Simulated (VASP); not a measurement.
# Te2Mo (Fm-3m) in VASP: relaxation of cell and atoms with PBE

Aim: the relaxation of cell and atoms of Te2Mo with PBE.

Program: VASP 6.6.1. These are calculated values, not measurements. Logs are shortened: lines on timing, memory, paths and dates and some standing lists are left out, and cuts for length are marked.

**1. The cell of the first run**

The structure is cubic, space group Fm-3m (No. 225). The conventional cell has a = 6.682 Å, b = 6.682 Å, c = 6.682 Å, α = 90.00°, β = 90.00°, γ = 90.00°. Within 3.8 Å of Te (site symmetry -43m) lie 4 Mo at 2.89 Å and 6 Te at 3.34 Å. Mo (site symmetry m-3m) has 8 Te at 2.89 Å within 3.8 Å.

The cell was built from a structure type or drawn by symmetry, and may not be a known phase.

**2. Relaxation of cell and atoms, PBE, collinear spin**

Contents of INCAR:

```
SYSTEM = Te2Mo
ALGO     = Fast           ! electronic algorithm
EDIFF    = 1E-7           ! SCF threshold, eV
EDIFFG   = -0.01          ! ionic threshold
ENCUT    = 600            ! plane-wave cutoff, eV
GGA      = PE             ! functional
IBRION   = 2              ! ionic algorithm
ISIF     = 3              ! what is computed and relaxed
ISMEAR   = 0              ! smearing method
ISPIN    = 2              ! spin polarisation
LASPH    = .True.         ! aspherical terms in the spheres
LCHARG   = .False.        ! write CHGCAR
LMAXMIX  = 4              ! l up to which the mixer works
LORBIT   = 11             ! projections on sites
LREAL    = .False.        ! projectors in reciprocal space
LWAVE    = .False.        ! write WAVECAR
MAGMOM   = 0 0 1.44       ! initial moments
NELM     = 150            ! most SCF steps
NSW      = 100            ! ionic steps
PREC     = Accurate       ! precision mode
SIGMA    = 0.1            ! smearing width, eV
```

Contents of KPOINTS:

```
k-points
0
Gamma
  12 12 12
  0 0 0
```

Contents of POSCAR:

```
Te2Mo
1.0
    0.0000000000      3.3411331314      3.3411331314
    3.3411331314      0.0000000000      3.3411331314
    3.3411331314      3.3411331314      0.0000000000
Te Mo
2 1
Direct
    0.2500000000      0.2500000000      0.2500000000
    0.7500000000      0.7500000000      0.7500000000
    0.0000000000      0.0000000000      0.0000000000
```

Potentials or basis: VASP PAW PBE potentials, release 64 (Te, Mo_sv).

On the command line:

```bash
> cat potpaw_PBE.64/Te/POTCAR potpaw_PBE.64/Mo_sv/POTCAR > POTCAR
> mpirun -np 1 vasp_std > vasp.out
```

OUTCAR:

```text
SYSTEM = Te2Mo
   EDIFF = 1E-7
   EDIFFG = -0.01
   ENCUT = 600
   GGA = PE
   IBRION = 2
   ISIF = 3
   ISMEAR = 0
   ISPIN = 2
   LASPH = .True.
   LORBIT = 11
   LREAL = .False.
   NELM = 150
   NSW = 100
   PREC = Accurate

 ion  position               nearest neighbor table
   1  0.250  0.250  0.250-   3 2.89   3 2.89   3 2.89   3 2.89   2 3.34   2 3.34   2 3.34   2 3.34
                             2 3.34   2 3.34
   2  0.750  0.750  0.750-   3 2.89   3 2.89   3 2.89   3 2.89   1 3.34   1 3.34   1 3.34   1 3.34
                             1 3.34   1 3.34
   3  0.000  0.000  0.000-   1 2.89   2 2.89   2 2.89   2 2.89   2 2.89   1 2.89   1 2.89   1 2.89

  LATTYP: Found a face centered cubic cell.
 ALAT       =     6.6822662628

  Lattice vectors:

 A1 = (   0.0000000000,   3.3411331314,   3.3411331314)
 A2 = (   3.3411331314,   0.0000000000,   3.3411331314)
 A3 = (   3.3411331314,   3.3411331314,   0.0000000000)

Analysis of symmetry for initial positions (statically):
=====================================================================
 Subroutine PRICEL returns:
 Original cell was already a primitive cell.

 Routine SETGRP: Setting up the symmetry group for a
 face centered cubic supercell.

 Subroutine GETGRP returns: Found 48 space group operations
 (whereof 48 operations were pure point group operations)
 out of a pool of 48 trial point group operations.

The static configuration has the point symmetry O_h .

Analysis of symmetry for dynamics (positions and initial velocities):
=====================================================================
 Subroutine PRICEL returns:
 Original cell was already a primitive cell.

 Routine SETGRP: Setting up the symmetry group for a
 face centered cubic supercell.

 Subroutine GETGRP returns: Found 48 space group operations
 (whereof 48 operations were pure point group operations)
 out of a pool of 48 trial point group operations.

The dynamic configuration has the point symmetry O_h .

Analysis of structural, dynamic, and magnetic symmetry:
=====================================================================
 Subroutine PRICEL returns:
 Original cell was already a primitive cell.

 Routine SETGRP: Setting up the symmetry group for a
 face centered cubic supercell.

 Subroutine GETGRP returns: Found 48 space group operations
 (whereof 48 operations were pure point group operations)
 out of a pool of 48 trial point group operations.

The overall configuration has the point symmetry O_h .

 Subroutine INISYM returns: Found 48 space group operations
 (whereof 48 operations are pure point group operations),
 and found     1 'primitive' translations

----------------------------------------------------------------------------------------

                                     Primitive cell

  volume of cell :      74.5953

  direct lattice vectors                    reciprocal lattice vectors
     0.000000000  3.341133131  3.341133131    -0.149649828  0.149649828  0.149649828
     3.341133131  0.000000000  3.341133131     0.149649828 -0.149649828  0.149649828
     3.341133131  3.341133131  0.000000000     0.149649828  0.149649828 -0.149649828

  length of vectors
     4.725075788  4.725075788  4.725075788     0.259201106  0.259201106  0.259201106

  position of ions in fractional coordinates (direct lattice)
     0.250000000  0.250000000  0.250000000
     0.750000000  0.750000000  0.750000000
     0.000000000  0.000000000  0.000000000

  ion indices of the primitive-cell ions
   primitive index   ion index
                 1           1
                 2           2
                 3           3

----------------------------------------------------------------------------------------

 KPOINTS: k-points

Automatic generation of k-mesh.
 Grid dimensions read from file:
 generate k-points for:   12   12   12

 Generating k-lattice:

  Cartesian coordinates                     Fractional coordinates (reciprocal lattice)
    -0.012470819  0.012470819  0.012470819     0.083333333  0.000000000  0.000000000
     0.012470819 -0.012470819  0.012470819     0.000000000  0.083333333  0.000000000
     0.012470819  0.012470819 -0.012470819     0.000000000  0.000000000  0.083333333

  Length of vectors
     0.021600092  0.021600092  0.021600092

  Shift w.r.t. Gamma in fractional coordinates (k-lattice)
     0.000000000  0.000000000  0.000000000

 Subroutine IBZKPT returns following result:
 ===========================================

 Found     72 irreducible k-points:

 Following reciprocal coordinates:
            Coordinates               Weight
  0.000000  0.000000  0.000000      1.000000
  0.083333  0.000000  0.000000      8.000000
  0.166667  0.000000  0.000000      8.000000
  0.250000  0.000000  0.000000      8.000000
  0.333333  0.000000  0.000000      8.000000
  0.416667  0.000000  0.000000      8.000000
[... 16 lines left out ...]
  0.500000  0.166667  0.000000     24.000000
 -0.416667  0.166667  0.000000     24.000000
 [... further k-points ...]
   k-points           NKPTS =     72   k-points in BZ     NKDIM =     72   number of bands    NBANDS=     18
   number of dos      NEDOS =    301   number of ions     NIONS =      3
   total plane-waves  NPLWV =  64000
   dimension x,y,z NGX =    40 NGY =   40 NGZ =   40
   dimension x,y,z NGXF=    80 NGYF=   80 NGZF=   80
   ions per type =               2   1
   NGX,Y,Z   is equivalent  to a cutoff of  14.07, 14.07, 14.07 a.u.
   NGXF,Y,Z  is equivalent  to a cutoff of  28.15, 28.15, 28.15 a.u.
 SYSTEM =  Te2Mo
   PREC   = accura    normal or accurate (medium, high low for compatibility)
   ISTART =      0    job   : 0-new  1-cont  2-samecut
   ICHARG =      2    charge: 1-file 2-atom 10-const
   ISPIN  =      2    spin polarized calculation?
   LNONCOLLINEAR =      F non collinear calculations
   LSORBIT =      F    spin-orbit coupling
   LASPH  =      T    aspherical Exc in radial PAW
   ENCUT  =  600.0 eV  44.10 Ry    6.64 a.u.   9.44  9.44  9.44*2*pi/ulx,y,z
   NELM   =    150;   NELMIN=  2; NELMDL= -5     # of ELM steps
   EDIFF  = 0.1E-06   stopping-criterion for ELM
   LREAL  =      F    real-space projection
   EDIFFG = -.1E-01   stopping-criterion for IOM
   NSW    =    100    number of steps for IOM
   IBRION =      2    ionic relax: 0-MD 1-quasi-New 2-CG
   NFREE  =      1    steps in history (QN), initial steepest desc. (CG)
   ISIF   =      3    stress and relaxation
   ISYM   =      2    0-nonsym 1-usesym 2-fastsym
   POTIM  = 0.5000    time-step for ionic-motion
   TEBEG  =    0.0;   TEEND  =   0.0 temperature during run
   PSTRESS=    0.0 pullay stress
   NELECT =      26.0000    total number of electrons
   NUPDOWN=      -1.0000    fix difference up-down
   EMIN   =  10.00;   EMAX   =-10.00  energy-range for DOS
   EFERMI =   0.00;   METHOD = LEGACY
   ISMEAR =     0;   SIGMA  =   0.10  broadening in eV -4-tet -1-fermi 0-gaus
   EFERMI_NEDOS =   21; number of points for ismear=-14 and -15
   IALGO  =     68    algorithm
   IMIX   =      4    mixing-type and parameters
     AMIX     =   0.40;   BMIX     =  1.00
     AMIX_MAG =   1.60;   BMIX_MAG =  1.00
  volume/ion in A,a.u.               =      24.87       167.80
  Fermi-wavevector in a.u.,A,eV,Ry     =   1.152114  2.177180 18.059924  1.327367
  Thomas-Fermi vector in A             =   2.288767
   LORBIT       =     11    0 simple, 1 ext, 2 COOP (PROOUT), +10 PAW based schemes
   GGA     = PE    functional components
   LHFCALC =     F    Hartree Fock is set to
   AEXX    =    0.0000 exact exchange contribution
   IVDW    =     0    specifies the selected vdW correction
   LEPSILON=     F    determine dielectric tensor
   LRPA    =     F    only Hartree local field effects (RPA)
 conjugate gradient relaxation of ions
 spin polarized calculation
 RMM-DIIS sequential band-by-band and
 Gauss-broadening in eV      SIGMA  =   0.10
  energy-cutoff  :      600.00
  volume of cell :       74.60
 maximum number of plane-waves:      2523
 NGX is ok and might be reduce to    40
   NGX = 19   NGY = 19   NGZ = 19

--------------------------------------- Ionic step        1  -------------------------------------------

 number of electron      26.0000000 magnetization       1.4387252

 Free energy of the ion-electron system (eV)
  ---------------------------------------------------
  ext. energy  EPLUGINS =         0.00000000
  ---------------------------------------------------
  free energy    TOTEN  =       -16.56546274 eV

  energy without entropy =      -16.54490043  energy(sigma->0) =      -16.55518159

------------------------ aborting loop because EDIFF is reached ----------------------------------------

  FORCE on cell =-STRESS in cart. coord.  units (eV):
  Direction    XX          YY          ZZ          XY          YZ          ZX
  --------------------------------------------------------------------------------------
  -------------------------------------------------------------------------------------
  Total        0.6298197      0.6298197      0.6298197     -0.0000000     -0.0000000      0.0000000
  in kB       13.5274353     13.5274353     13.5274353     -0.0000000     -0.0000000      0.0000000
  external PRESSURE =      13.5274353 kB  Pullay stress =       0.0000000 kB
[... 59 lines left out ...]
  energy  without entropy=      -16.5534479880  energy(sigma->0) =      -16.56269887

--------------------------------------- Ionic step        3  -------------------------------------------

 number of electron      26.0000000 magnetization       1.6246227

 Free energy of the ion-electron system (eV)
  ---------------------------------------------------
  ext. energy  EPLUGINS =         0.00000000
  ---------------------------------------------------
  free energy    TOTEN  =       -16.57275521 eV

  energy without entropy =      -16.55334256  energy(sigma->0) =      -16.56304888

 E-fermi :   8.4626     XC(G=0): -10.3631

 val. band max:        8.4618423605   @ k =   0.2500   0.2500   0.0000
 cond. band min:       8.4660924485   @ k =   0.3333   0.1667   0.0000
 fundamental gap:      0.0042500879
 Fermi energy:         8.4625606183

 spin component 1

 k-point     1 :       0.0000    0.0000    0.0000
  band No.  band energies     occupation
      1     -52.9260      1.00000
      2     -27.0677      1.00000
      3     -27.0677      1.00000
      4     -27.0677      1.00000
      5      -5.1096      1.00000
      6      -0.8066      1.00000
[... 10 lines left out ...]
     17      10.9777      0.00000
     18      11.5794      0.00000
[... 468 lines left out ...]
      4     -27.0692      1.00000
      5      -3.4307      1.00000
      6      -3.0778      1.00000
[... 10 lines left out ...]
     17      10.8270      0.00000
     18      13.5031      0.00000

 [... further k-points ...]

 spin component 2

 k-point     1 :       0.0000    0.0000    0.0000
  band No.  band energies     occupation
      1     -52.0798      1.00000
      2     -26.1305      1.00000
      3     -26.1305      1.00000
      4     -26.1305      1.00000
      5      -5.0622      1.00000
      6      -0.8334      1.00000
[... 10 lines left out ...]
     17      11.9243      0.00000
     18      11.9244      0.00000
[... 513 lines left out ...]
  FREE ENERGIE OF THE ION-ELECTRON SYSTEM (eV)
  ---------------------------------------------------
  free  energy   TOTEN  =       -16.5727552055 eV

  energy  without entropy=      -16.5533425589  energy(sigma->0) =      -16.56304888

 reached required accuracy - stopping structural energy minimisation

 total charge

# of ion       s       p       d       tot
------------------------------------------
    1        1.393   1.905   0.068   3.366
    2        1.393   1.905   0.068   3.366
    3        2.236   6.105   3.899  12.240
--------------------------------------------------
tot          5.021   9.916   4.036  18.973

 magnetization (x)

# of ion       s       p       d       tot
------------------------------------------
    1       -0.001  -0.026   0.008  -0.019
    2       -0.001  -0.026   0.008  -0.019
    3        0.024   0.027   1.298   1.350
--------------------------------------------------
tot          0.023  -0.025   1.314   1.311
```

Run time: 9.6 min. Hardware: 1 thread of Oxide Virtual Turin-like, shared host; peak memory 0.38 GiB.

What came out:

```yaml
Free_energy: -16.5728 eV
Relaxed_volume: 25.44 Å³/atom
Relaxed_cell: a = 4.761 Å, b = 4.761 Å, c = 4.761 Å, α = 60.00°, β = 60.00°, γ = 60.00°
Space_group_after_relaxing_to_0.1_Å: Fm-3m (No. 225)
Energy_gained_by_relaxing: 2.4 meV/atom
Ionic_steps: 3
Pressure_after_relaxing: 0.0 GPa
Net_moment: 1.62 μB per cell
Site_moments: Te -0.02; Mo +1.35 μB
Valence_electrons_inside_the_program's_atomic_spheres: Te 3.37; Mo 12.24
```

The path:
| step | energy change (eV) | largest force (eV/Å) | pressure (GPa) | volume (Å³) |
| --- | --- | --- | --- | --- |
| 1 | 0.0000 | 0.0000 | 1.35 | 74.60 |
| 2 | -0.0065 | 0.0000 | -0.49 | 76.88 |
| 3 | -0.0073 | 0.0000 | 0.02 | 76.31 |

Final structure:
```xyz
3
Lattice="0.0000 3.3665 3.3665 3.3665 0.0000 3.3665 3.3665 3.3665 0.0000" Properties=species:S:1:pos:R:3 pbc="T T T"
Te    1.6832    1.6832    1.6832
Te    5.0497    5.0497    5.0497
Mo    0.0000    0.0000    0.0000
```

Caveat: spin-orbit coupling is left out, which moves the levels of the heavy elements.
